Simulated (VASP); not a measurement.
A run of VASP 6.6.1:

File POSCAR:

```
H21C10N3O2
1.0
    7.1400370000      0.0000000000      0.0000000000
    0.0000000000      7.1400370000      0.0000000000
    0.0000000000      0.0000000000      7.1400370000
C O H N
10 2 21 3
Direct
    0.8309340694      0.3276033444      0.9530622881
    0.8633988871      0.1884444016      0.7955140849
    0.1676601956      0.1310497411      0.2590322711
    0.2928136087      0.2092426132      0.1169321672
    0.4455999318      0.5120701755      0.5866216099
    0.4077009685      0.7056406010      0.5382605160
   -0.0405039918      0.5343669788      0.3641297657
   -0.0528568689      0.7050383632      0.4769162961
    0.4411321678      0.6856547102      1.0567592297
    0.6252488608      0.7745478070      1.1240557997
    1.0378657702      0.2051810096      0.6888899875
    0.4681488345      0.2510351137      0.1943967517
    1.0509469349      0.0923104460      0.6121396850
    0.8814660204      0.0494395197      0.8448275548
    0.7353603350      0.1861755058      0.7071111816
    0.6873493793      0.3135557981      0.9988743756
    0.9167179386      0.2910349064      1.0618292314
    0.8518303196      0.4687090557      0.9252052896
    0.4992971325      0.1357696046      0.2409931489
    0.3007267329      0.1181646538     -0.0114145067
    0.2396066015      0.3637656219      0.0992431832
    0.0297057284      0.1017221619      0.2110073099
    0.2576177126      0.0137254191      0.2978415938
    0.1300133319      0.2214414295      0.3767347424
    0.4681908511      0.4405859521      0.4509080275
    0.5772519106      0.5155575524      0.6572514960
    0.3283176264      0.4537371445      0.6643382940
   -0.1122823313      0.5545769581      0.2250968727
    0.0997613878      0.5009637905      0.3534015300
   -0.0981367464      0.4059362718      0.4403758692
    0.4943671861      0.5497170393      1.0126138002
    0.3295921296      0.6746883805      1.1762263977
    0.3813425617      0.7713265351      0.9306394351
    0.3775330576      0.8628106549      0.5401232515
   -0.0241595387      0.8443793779      0.5526722060
    0.7613405925      0.8623904890      1.1502461402
```

The input INCAR.step1:

```
SYSTEM = H21C10N3O2
  PREC = Accurate
  ENCUT = 1100
  ISMEAR = -1
  SIGMA = 0.02
  LREAL = Auto
  LASPH = .True.
  NELM = 120
  NBANDS = 68
  GGA = PE
  ALGO = Normal
  EDIFF = 1E-5
  LWAVE = .True.
  LCHARG = .False.
  GGA_COMPAT = .False.
```

INCAR.step2

```
SYSTEM = H21C10N3O2
  PREC = Accurate
  ENCUT = 1100
  EDIFF = 1E-6
  ISMEAR = -1
  SIGMA = 0.02
  LREAL = Auto
  LASPH = .True.
  NELM = 120
  ALGO = Normal
  ISIF = 2
  LWAVE = .False.
  LCHARG = .False.
  METAGGA = R2SCAN
  LMIXTAU = .True.
  IVDW = 12
  VDW_S6 = 1.0
  VDW_S8 = 0.78981345
  VDW_A1 = 0.49484001
  VDW_A2 = 5.73083694
  NBANDS = 68
  ISTART = 1
  GGA_COMPAT = .False.
```

Contents of KPOINTS:

```
Automatic mesh
0
Gamma
  1 1 1
  0 0 0
```

Potentials or basis: VASP PAW PBE potentials, release 64 (C_h, O_h, H_h, N_h).

Launch:

```sh
$ cat potpaw_PBE.64/C_h/POTCAR potpaw_PBE.64/O_h/POTCAR potpaw_PBE.64/H_h/POTCAR potpaw_PBE.64/N_h/POTCAR > POTCAR
$ cp INCAR.step1 INCAR
$ mpirun -np 1 vasp_gam > vasp.out
$ cp INCAR.step2 INCAR
$ mpirun -np 1 vasp_gam > vasp.out
```

Hardware: 1 thread of Intel(R) Xeon(R) Platinum 8488C (Sapphire Rapids), with other jobs on the host.

Problem. Estimate the wall time of this run.

Solution. Wall time 6.1 min on 1 thread of Intel(R) Xeon(R) Platinum 8488C (Sapphire Rapids) (shared host), peak memory 1.1 GiB. Counts: k points 1.
